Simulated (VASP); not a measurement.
# BN (F-43m) in VASP: single point with LDA

Aim: the single point of BN with LDA.

All numbers are computed with VASP 6.6.1; they aren't measurements. Logs are shortened: lines on timing, memory, paths and dates and some standing lists are left out, and cuts for length are marked.

### 1 The cell of the first run

The structure is cubic, space group F-43m (No. 216). Conventional cell: a = 3.580 Å, b = 3.580 Å, c = 3.580 Å, α = 90.00°, β = 90.00°, γ = 90.00°. Within 2.1 Å of B (site symmetry -43m) lie 4 N at 1.55 Å. N (site symmetry -43m) has 4 B at 1.55 Å within 2.1 Å.

### 2 Single point, LDA

INCAR

```
PREC = Accurate
ENCUT = 1330
EDIFF = 1E-6
ISMEAR = 0
SIGMA = 0.02
LREAL = F
LASPH = T
NELM = 120
ALGO = Normal
ISIF = 2
LWAVE = F
LCHARG = F
NBANDS = 11
GGA_COMPAT = F
```

KPOINTS

```
Automatic mesh
0
Gamma
  12 12 12
```

POSCAR

```
BN
1.0
    0.0000000000      1.7899977716      1.7899977716
    1.7899977716      0.0000000000      1.7899977716
    1.7899977716      1.7899977716      0.0000000000
B N
1 1
Direct
    0.0000000000      0.0000000000      0.0000000000
    0.7500000000      0.7500000000      0.7500000000
```

Potentials or basis: VASP PAW LDA potentials, release 64 (B_h, N_h).

Run with:

```bash
$ cat potpaw_LDA.64/B_h/POTCAR potpaw_LDA.64/N_h/POTCAR > POTCAR
$ mpirun -np 1 vasp_std > vasp.out
```

OUTCAR:

```text
PREC = Accurate
   ENCUT = 1330
   EDIFF = 1E-6
   ISMEAR = 0
   LREAL = F
   LASPH = T
   NELM = 120
   ISIF = 2

 ion  position               nearest neighbor table
   1  0.000  0.000  0.000-
   2  0.750  0.750  0.750-

  LATTYP: Found a face centered cubic cell.
 ALAT       =     3.5799955432

  Lattice vectors:

 A1 = (   0.0000000000,   1.7899977716,   1.7899977716)
 A2 = (   1.7899977716,   0.0000000000,   1.7899977716)
 A3 = (   1.7899977716,   1.7899977716,   0.0000000000)

Analysis of symmetry for initial positions (statically):
=====================================================================
 Subroutine PRICEL returns:
 Original cell was already a primitive cell.

 Routine SETGRP: Setting up the symmetry group for a
 face centered cubic supercell.

 Subroutine GETGRP returns: Found 24 space group operations
 (whereof 24 operations were pure point group operations)
 out of a pool of 48 trial point group operations.

The static configuration has the point symmetry T_d .

Analysis of symmetry for dynamics (positions and initial velocities):
=====================================================================
 Subroutine PRICEL returns:
 Original cell was already a primitive cell.

 Routine SETGRP: Setting up the symmetry group for a
 face centered cubic supercell.

 Subroutine GETGRP returns: Found 24 space group operations
 (whereof 24 operations were pure point group operations)
 out of a pool of 48 trial point group operations.

The dynamic configuration has the point symmetry T_d .

 Subroutine INISYM returns: Found 24 space group operations
 (whereof 24 operations are pure point group operations),
 and found     1 'primitive' translations

----------------------------------------------------------------------------------------

                                     Primitive cell

  volume of cell :      11.4706

  direct lattice vectors                    reciprocal lattice vectors
     0.000000000  1.789997772  1.789997772    -0.279329957  0.279329957  0.279329957
     1.789997772  0.000000000  1.789997772     0.279329957 -0.279329957  0.279329957
     1.789997772  1.789997772  0.000000000     0.279329957  0.279329957 -0.279329957

  length of vectors
     2.531439125  2.531439125  2.531439125     0.483813677  0.483813677  0.483813677

  position of ions in fractional coordinates (direct lattice)
     0.000000000  0.000000000  0.000000000
     0.750000000  0.750000000  0.750000000
[... 83 lines left out ...]
   ISIF   =      2    stress and relaxation
   ISYM   =      2    0-nonsym 1-usesym 2-fastsym
   POTIM  = 0.5000    time-step for ionic-motion
   TEBEG  =    0.0;   TEEND  =   0.0 temperature during run
   PSTRESS=    0.0 pullay stress
   NELECT =       8.0000    total number of electrons
   NUPDOWN=      -1.0000    fix difference up-down
   EMIN   =  10.00;   EMAX   =-10.00  energy-range for DOS
   EFERMI =   0.00;   METHOD = LEGACY
   ISMEAR =     0;   SIGMA  =   0.02  broadening in eV -4-tet -1-fermi 0-gaus
   EFERMI_NEDOS =   21; number of points for ismear=-14 and -15
   IALGO  =     38    algorithm
   IMIX   =      4    mixing-type and parameters
     AMIX     =   0.40;   BMIX     =  1.00
     AMIX_MAG =   1.60;   BMIX_MAG =  1.00
  volume/ion in A,a.u.               =       5.74        38.70
  Fermi-wavevector in a.u.,A,eV,Ry     =   1.451807  2.743518 28.677608  2.107745
  Thomas-Fermi vector in A             =   2.569262
   LORBIT       =      0    0 simple, 1 ext, 2 COOP (PROOUT), +10 PAW based schemes
   GGA     = CA    functional components
   LHFCALC =     F    Hartree Fock is set to
   AEXX    =    0.0000 exact exchange contribution
   IVDW    =     0    specifies the selected vdW correction
   LEPSILON=     F    determine dielectric tensor
   LRPA    =     F    only Hartree local field effects (RPA)
 non-spin polarized calculation
 Gauss-broadening in eV      SIGMA  =   0.02
  energy-cutoff  :     1330.00
  volume of cell :       11.47
 maximum number of plane-waves:      1283
   NGX = 15   NGY = 15   NGZ = 15

 number of electron       8.0000000 magnetization

 Free energy of the ion-electron system (eV)
  ---------------------------------------------------
  ext. energy  EPLUGINS =         0.00000000
  ---------------------------------------------------
  free energy    TOTEN  =       -19.42114771 eV

  energy without entropy =      -19.42114771  energy(sigma->0) =      -19.42114771

 E-fermi :   9.3630     XC(G=0): -13.4105

 val. band max:        9.2619755275   @ k =   0.0000   0.0000   0.0000
 cond. band min:      13.6441986887   @ k =   0.5000   0.5000   0.0000
 fundamental gap:      4.3822231612
 Fermi energy:         9.3629952361

 k-point     1 :       0.0000    0.0000    0.0000
  band No.  band energies     occupation
      1     -11.1425      2.00000
      2       9.2620      2.00000
      3       9.2620      2.00000
      4       9.2620      2.00000
      5      18.0870      0.00000
      6      18.0870      0.00000
      7      18.0870      0.00000
      8      20.1785      0.00000
      9      34.3111      0.00000
     10      37.3971      0.00000
     11      37.3971      0.00000
[... 309 lines left out ...]
 k-point    24 :      -0.4167    0.1667    0.0000
  band No.  band energies     occupation
      1      -6.3440      2.00000
      2      -1.0077      2.00000
      3       5.0481      2.00000
      4       6.6054      2.00000
      5      18.5972      0.00000
      6      21.5815      0.00000
      7      21.8124      0.00000
      8      25.1619      0.00000
      9      30.3658      0.00000
     10      34.8030      0.00000
     11      36.2446      0.00000

 [... further k-points ...]

------------------------ aborting loop because EDIFF is reached ----------------------------------------

  FORCE on cell =-STRESS in cart. coord.  units (eV):
  Direction    XX          YY          ZZ          XY          YZ          ZX
  --------------------------------------------------------------------------------------
  -------------------------------------------------------------------------------------
  Total        0.0636110      0.0636110      0.0636110     -0.0000000      0.0000000     -0.0000000
  in kB        8.8849586      8.8849586      8.8849586     -0.0000000      0.0000000     -0.0000000
  external PRESSURE =       8.8849586 kB  Pullay stress =       0.0000000 kB

 VOLUME and BASIS-vectors are now :
 -----------------------------------------------------------------------------
  energy-cutoff  :     1330.00
  volume of cell :       11.47
      direct lattice vectors                 reciprocal lattice vectors
     0.000000000  1.789997772  1.789997772    -0.279329957  0.279329957  0.279329957
     1.789997772  0.000000000  1.789997772     0.279329957 -0.279329957  0.279329957
     1.789997772  1.789997772  0.000000000     0.279329957  0.279329957 -0.279329957

 POSITION                                       TOTAL-FORCE (eV/Angst)
 -----------------------------------------------------------------------------------
      0.00000      0.00000      0.00000        -0.000000     -0.000000     -0.000000
      2.68500      2.68500      2.68500         0.000000      0.000000      0.000000
 -----------------------------------------------------------------------------------
    total drift:                               -0.000000     -0.000000      0.000000

  FREE ENERGIE OF THE ION-ELECTRON SYSTEM (eV)
  ---------------------------------------------------
  free  energy   TOTEN  =       -19.4211477103 eV

  energy  without entropy=      -19.4211477103  energy(sigma->0) =      -19.42114771
```

OSZICAR:

```text
N       E                     dE             d eps       ncg     rms          rms(c)
DAV:   1     0.266295429349E+02    0.26630E+02   -0.84310E+03  1584   0.153E+03
DAV:   2    -0.187043938367E+02   -0.45334E+02   -0.42893E+02  2112   0.214E+02
DAV:   3    -0.205391894237E+02   -0.18348E+01   -0.18290E+01  1916   0.371E+01
DAV:   4    -0.205453801188E+02   -0.61907E-02   -0.61902E-02  1724   0.244E+00
DAV:   5    -0.205453952158E+02   -0.15097E-04   -0.15097E-04  1860   0.130E-01    0.624E+00
DAV:   6    -0.195534410874E+02    0.99195E+00   -0.31491E+00  1635   0.996E+00    0.241E+00
DAV:   7    -0.194495723235E+02    0.10387E+00   -0.14170E-01  1807   0.304E+00    0.121E+00
DAV:   8    -0.194212289596E+02    0.28343E-01   -0.44292E-02  1773   0.140E+00    0.138E-01
DAV:   9    -0.194211736166E+02    0.55343E-04   -0.19963E-03  1770   0.330E-01    0.641E-02
DAV:  10    -0.194211470624E+02    0.26554E-04   -0.12530E-04  1755   0.978E-02    0.764E-03
DAV:  11    -0.194211477103E+02   -0.64792E-06   -0.48060E-06  1742   0.201E-02
   1 F= -.19421148E+02 E0= -.19421148E+02  d E =-.162951E-15
```

stdout:

```text
POSCAR found type information on POSCAR B N
 POSCAR found :  2 types and       2 ions
 scaLAPACK will be used
 LDA part: xc-table for (Slater(with rela. corr.)+CA(PZ))
 , standard interpolation
 POSCAR, INCAR and KPOINTS ok, starting setup
 FFT: planning ... GRIDC
 FFT: planning ... GRID_SOFT
 FFT: planning ... GRID
 WAVECAR not read
 entering main loop
```

Run time: 18 s. Hardware: 1 thread of AMD EPYC 7R13 (Zen 3), shared host; peak memory 0.13 GiB.

What came out:

* Free energy: -19.4211 eV
* Pressure: 0.9 GPa
* Band gap on the k mesh: 4.38 eV (least direct gap 8.82 eV)

A k mesh can miss the band edges.
